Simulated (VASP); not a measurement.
# AlN (Fm-3m) in VASP: notebook, part 2 of 2

VASP 6.6.1. Earlier steps stand in the parts before.

## 3. Single point, HSE06 (strain -2.5%)

POSCAR

```
AlN
1.0
    0.0000000000      1.9683967343      1.9683967343
    1.9683967343      0.0000000000      1.9683967343
    1.9683967343      1.9683967343      0.0000000000
Al N
1 1
Direct
    0.0000000000      0.0000000000      0.0000000000
    0.5000000000      0.5000000000      0.5000000000
```

INCAR.step1

```
PREC     = Accurate       # precision mode
ENCUT    = 520            # plane-wave cutoff, eV
EDIFF    = 1E-5           # SCF threshold, eV
ISMEAR   = 0              # smearing method
SIGMA    = 0.01           # smearing width, eV
LREAL    = False          # projectors in reciprocal space
LASPH    = True           # aspherical terms in the spheres
NELM     = 60             # most SCF steps
ALGO     = Normal         # electronic algorithm
ISIF     = 2              # what is computed and relaxed
LWAVE    = True           # write WAVECAR
LCHARG   = False          # write CHGCAR
NBANDS   = 11             # bands
GGA      = PE             # functional
```

INCAR.step2

```
PREC     = Accurate       # precision mode
ENCUT    = 520            # plane-wave cutoff, eV
EDIFF    = 1E-6           # SCF threshold, eV
ISMEAR   = 0              # smearing method
SIGMA    = 0.01           # smearing width, eV
LREAL    = False          # projectors in reciprocal space
LASPH    = True           # aspherical terms in the spheres
NELM     = 60             # most SCF steps
ALGO     = Normal         # electronic algorithm
ISIF     = 2              # what is computed and relaxed
LWAVE    = False          # write WAVECAR
LCHARG   = False          # write CHGCAR
GGA      = PE             # functional
LHFCALC  = True           # exact exchange
HFSCREEN = 0.2079         # screening, 1/A
PRECFOCK = Normal       
NBANDS   = 11             # bands
ISTART   = 1
```

KPOINTS

```
regular mesh
0
Gamma
  8 8 8
```

Potentials or basis: VASP PAW PBE potentials, release 64 (Al, N).

The run is started by

```console
$ cat potpaw_PBE.64/Al/POTCAR potpaw_PBE.64/N/POTCAR > POTCAR
$ cp INCAR.step1 INCAR
$ mpirun -np 1 vasp_std > vasp.out
$ cp INCAR.step2 INCAR
$ mpirun -np 1 vasp_std > vasp.out
```

OUTCAR:

```text
PREC = Accurate
   ENCUT = 520
   EDIFF = 1E-6
   ISMEAR = 0
   LREAL = False
   LASPH = True
   NELM = 60
   ISIF = 2
   GGA = PE
   LHFCALC = True
   HFSCREEN = 0.2079
   PRECFOCK = Normal
   ISTART = 1

 ion  position               nearest neighbor table
   1  0.000  0.000  0.000-   2 1.97   2 1.97   2 1.97   2 1.97   2 1.97   2 1.97
   2  0.500  0.500  0.500-   1 1.97   1 1.97   1 1.97   1 1.97   1 1.97   1 1.97

  LATTYP: Found a face centered cubic cell.
 ALAT       =     3.9367934686

  Lattice vectors:

 A1 = (   0.0000000000,   1.9683967343,   1.9683967343)
 A2 = (   1.9683967343,   0.0000000000,   1.9683967343)
 A3 = (   1.9683967343,   1.9683967343,   0.0000000000)

Analysis of symmetry for initial positions (statically):
=====================================================================
 Subroutine PRICEL returns:
 Original cell was already a primitive cell.

 Routine SETGRP: Setting up the symmetry group for a
 face centered cubic supercell.

 Subroutine GETGRP returns: Found 48 space group operations
 (whereof 48 operations were pure point group operations)
 out of a pool of 48 trial point group operations.
[... 182 lines left out ...]
      2      10.1509      2.00000
      3      10.1509      2.00000
      4      10.1509      2.00000
      5      18.6580      0.00000
      6      24.2608      0.00000
      7      24.2608      0.00000
      8      24.2608      0.00000
      9      29.6791      0.00000
     10      30.5190      0.00000
     11      30.5190      0.00000
[... 309 lines left out ...]
 k-point    24 :      -0.3750    0.2500    0.1250
  band No.  band energies     occupation
      1      -5.4381      2.00000
      2       1.5966      2.00000
      3       5.8446      2.00000
      4       7.8184      2.00000
      5      20.7509      0.00000
      6      21.0315      0.00000
      7      25.3498      0.00000
      8      25.6399      0.00000
      9      31.2700      0.00000
     10      32.5628      0.00000
     11      35.8729      0.00000

 [... further k-points ...]

------------------------ aborting loop because EDIFF is reached ----------------------------------------

  FORCE on cell =-STRESS in cart. coord.  units (eV):
  Direction    XX          YY          ZZ          XY          YZ          ZX
  --------------------------------------------------------------------------------------
  -------------------------------------------------------------------------------------
  Total        2.1687552      2.1687552      2.1687552     -0.0000000      0.0000000     -0.0000000
  in kB      227.7997363    227.7997363    227.7997363     -0.0000000      0.0000000     -0.0000000
  external PRESSURE =     227.7997363 kB  Pullay stress =       0.0000000 kB

 VOLUME and BASIS-vectors are now :
 -----------------------------------------------------------------------------
  energy-cutoff  :      520.00
  volume of cell :       15.25
      direct lattice vectors                 reciprocal lattice vectors
     0.000000000  1.968396734  1.968396734    -0.254013833  0.254013833  0.254013833
     1.968396734  0.000000000  1.968396734     0.254013833 -0.254013833  0.254013833
     1.968396734  1.968396734  0.000000000     0.254013833  0.254013833 -0.254013833

 POSITION                                       TOTAL-FORCE (eV/Angst)
 -----------------------------------------------------------------------------------
      0.00000      0.00000      0.00000        -0.000000     -0.000000     -0.000000
      1.96840      1.96840      1.96840         0.000000      0.000000      0.000000
 -----------------------------------------------------------------------------------
    total drift:                               -0.000137     -0.000240     -0.000233

  FREE ENERGIE OF THE ION-ELECTRON SYSTEM (eV)
  ---------------------------------------------------
  free  energy   TOTEN  =       -17.0581030424 eV

  energy  without entropy=      -17.0581030424  energy(sigma->0) =      -17.05810304
```

OUTCAR.step1:

```text
PREC = Accurate
   ENCUT = 520
   EDIFF = 1E-5
   ISMEAR = 0
   LREAL = False
[... 559 lines left out ...]
      0.00000      0.00000      0.00000        -0.000000      0.000000      0.000000
      1.96840      1.96840      1.96840         0.000000     -0.000000     -0.000000
 -----------------------------------------------------------------------------------
    total drift:                               -0.000000     -0.000000      0.000000

  FREE ENERGIE OF THE ION-ELECTRON SYSTEM (eV)
  ---------------------------------------------------
  free  energy   TOTEN  =       -14.4051977780 eV

  energy  without entropy=      -14.4051977780  energy(sigma->0) =      -14.40519778
```

OSZICAR.step1:

```text
N       E                     dE             d eps       ncg     rms          rms(c)
DAV:   1     0.115917052698E+02    0.11592E+02   -0.40951E+03   670   0.632E+02
DAV:   2    -0.155240811255E+02   -0.27116E+02   -0.25763E+02   793   0.141E+02
DAV:   3    -0.162299341015E+02   -0.70585E+00   -0.70406E+00   780   0.207E+01
DAV:   4    -0.162326009890E+02   -0.26669E-02   -0.26668E-02   701   0.140E+00
DAV:   5    -0.162326202970E+02   -0.19308E-04   -0.19308E-04   749   0.118E-01    0.795E+00
DAV:   6    -0.144360326064E+02    0.17966E+01   -0.71264E+00   689   0.147E+01    0.290E+00
DAV:   7    -0.144103860449E+02    0.25647E-01   -0.23390E-01   742   0.339E+00    0.188E+00
DAV:   8    -0.144054950087E+02    0.48910E-02   -0.14746E-02   677   0.106E+00    0.368E-01
DAV:   9    -0.144051531437E+02    0.34186E-03   -0.13021E-03   725   0.226E-01    0.167E-01
DAV:  10    -0.144052050246E+02   -0.51881E-04   -0.14558E-04   716   0.857E-02    0.552E-02
DAV:  11    -0.144051977780E+02    0.72466E-05   -0.23442E-05   449   0.284E-02
   1 F= -.14405198E+02 E0= -.14405198E+02  d E =-.547826E-31
```

Wall time 12 min (1 thread of Intel Xeon 6975P-C, shared host); peak memory 0.25 GiB.

Results:

```
Free energy            : -17.0581 eV
Pressure               : 22.8 GPa
Band gap on the k mesh : 6.50 eV, indirect (least direct gap 8.51 eV)
```

Levels at points of the mesh, in eV from the valence-band top:
```
           k point  band 1  band 2  band 3  band 4  band 5  band 6  band 7  band 8  band 9
(0.00, 0.00, 0.00)  -20.00    0.00    0.00    0.00    8.51   14.11   14.11   14.11   19.53
(0.50, 0.00, 0.00)  -16.18   -9.56   -1.33   -1.33    8.11   13.31   13.31   16.81   19.03
(0.50, 0.50, 0.00)  -15.00   -8.61   -3.28   -3.28    6.50    6.84   17.32   20.87   20.87
```

Caveat: the cell differs from its parent crystal (strain -2.5%); the PAW data sets were made with another functional, which shifts forces and pressure a little. A k mesh can miss the band edges.
